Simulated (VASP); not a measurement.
Set up this calculation in VASP 6.6.1, as the native input.

```
Task                   : single point
Functional             : PBE
Potentials or basis    : VASP PAW PBE potentials, release 64 (Be, Ag)
Cutoff                 : 400 eV
k mesh                 : 1 × 1 × 1, shifted
Occupations            : fermi-dirac, width 0.05 eV
Spin                   : no spin polarisation
Dipole correction      : no
Mended                 : yes
Further INCAR settings : LREAL = Auto; ALGO = Normal; EDIFF = 1e-06; NBANDS = 58; ISYM = -1
```

The structure of Be3Ag lies in POSCAR:

```
Be3Ag
1.0
    5.9946500000      0.0085350000     -0.1640780000
    0.0085350000      5.8394660000      0.0032650000
   -0.1640780000      0.0032650000      6.0504030000
Be Ag
15 5
Direct
    0.6188619048      0.5941744171      0.8326819956
    0.6668724947      0.2281491551      0.7004622995
    0.4436057647      0.8460694118      0.5222851321
    0.4327517714      0.6329698390      0.2056997523
    0.6996684350      0.3458450814      0.1006848657
    0.0503903051      0.3718819365      0.2796307529
    0.9835357163      0.4329981834      0.6840284580
    0.3564558406      0.4865967508      0.5636959758
    0.5879452532      0.9922312187      0.9802210276
    0.9444162824      0.1227986988      0.9554611481
    0.1974420764      0.9930977513      0.2334696444
    0.1552877549      0.1232130317      0.5795741232
    0.7212333029      0.5305243927      0.4423033236
    0.1322660028      0.7285605229      0.4556531509
    0.8561014249      0.0772788091      0.3516679954
    0.3237316459      0.3123055099      0.9254344816
    0.8230282900      0.8660554837      0.6789900052
    0.2391827324      0.7689556225      0.8595290238
    0.8751033010      0.7388597963      0.1394591108
    0.4860433477      0.1994974546      0.3510005302
```

One way to write it, as run:

INCAR

```
SYSTEM = Be3Ag
ALGO     = Normal         ! electronic algorithm
EDIFF    = 1E-6           ! SCF threshold, eV
ENCUT    = 400            ! plane-wave cutoff, eV
GGA      = PE             ! functional
GGA_COMPAT= .False.      
ISIF     = 2              ! what is computed and relaxed
ISMEAR   = -1             ! smearing method
ISYM     = -1           
LASPH    = .True.         ! aspherical terms in the spheres
LCHARG   = .False.        ! write CHGCAR
LREAL    = Auto         
LWAVE    = .False.        ! write WAVECAR
NBANDS   = 58             ! bands
NELM     = 120            ! most SCF steps
PREC     = Accurate       ! precision mode
SIGMA    = 0.05           ! smearing width, eV
```

KPOINTS

```
explicit points
1
Reciprocal
  0.25000000   0.25000000   0.25000000 1
```

Potentials or basis: VASP PAW PBE potentials, release 64 (Be, Ag).

Run with:

```console
$ cat potpaw_PBE.64/Be/POTCAR potpaw_PBE.64/Ag/POTCAR > POTCAR
$ mpirun -np 1 vasp_std > vasp.out
```

Results of the run:

- Pressure: 2.6 GPa
- Largest force: 1.492 eV/Å
- Band gap on the k mesh: zero (an odd number of electrons rules out a gap without spin polarisation)

Caveat: the atoms stand as in a frame of molecular dynamics.

Wall time 14 s on 1 thread of AMD EPYC 9R45 96-Core Processor (Zen 5) (shared host), peak memory 0.2 GiB.
